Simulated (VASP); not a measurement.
Set up this calculation in VASP 6.6.1, as the native input.

| Item | Value |
| --- | --- |
| Task | single point |
| Functional | PBEsol |
| Potentials or basis | VASP PAW PBE potentials, release 64 (Ca_sv, Co) |
| Cutoff | 520 eV |
| k mesh | 10 × 10 × 8 |
| Occupations | gaussian, width 0.05 eV |
| Spin | collinear spin, ferromagnetic start |
| Starting moments | [0.0, 1.34, 1.34] μB |
| Dipole correction | no |
| Further INCAR settings | ALGO = Normal; EDIFF = 1e-06; NBANDS = 25 |

The structure of CaCo2 lies in POSCAR:

```
CaCo2
1.0
    3.7626576313      0.0000000000      0.0000000000
   -1.8813288157      3.2585570945      0.0000000000
    0.0000000000      0.0000000000      4.3944463136
Ca Co
1 2
Direct
    0.0000000000      0.0000000000      0.0000000000
    0.3333333333      0.6666666667      0.5000000000
    0.6666666667      0.3333333333      0.5000000000
```

The input as run:

INCAR

```
  ALGO = Normal
  EDIFF = 1E-6
  ENCUT = 520
  GGA = PS
  ISIF = 2
  ISMEAR = 0
  ISPIN = 2
  LASPH = T
  LCHARG = F
  LMAXMIX = 4
  LORBIT = 11
  LREAL = F
  LWAVE = F
  MAGMOM = 0 1.34 1.34
  NBANDS = 25
  NELM = 150
  PREC = Accurate
  SIGMA = 0.05
```

KPOINTS

```
k-points
0
Gamma
  10 10 8
```

Potentials or basis: VASP PAW PBE potentials, release 64 (Ca_sv, Co).

Run with:

```console
$ cat potpaw_PBE.64/Ca_sv/POTCAR potpaw_PBE.64/Co/POTCAR > POTCAR
$ mpirun -np 1 vasp_std > vasp.out
```

It gave:

```yaml
Pressure: -1.6 GPa
Net_moment: 2.17 μB per cell
Site_moments: Ca -0.07; Co +1.22 μB
Valence_electrons_inside_the_program's_atomic_spheres: Ca 8.17; Co 8.28
```

Caveat: the PAW data sets were made with another functional, which shifts forces and pressure a little.

It took 3.2 min on 1 thread of Intel(R) Xeon(R) Platinum 8259CL CPU @ 2.50GHz (Skylake/Cascade Lake), with other jobs on the host, peak memory 0.29 GiB.
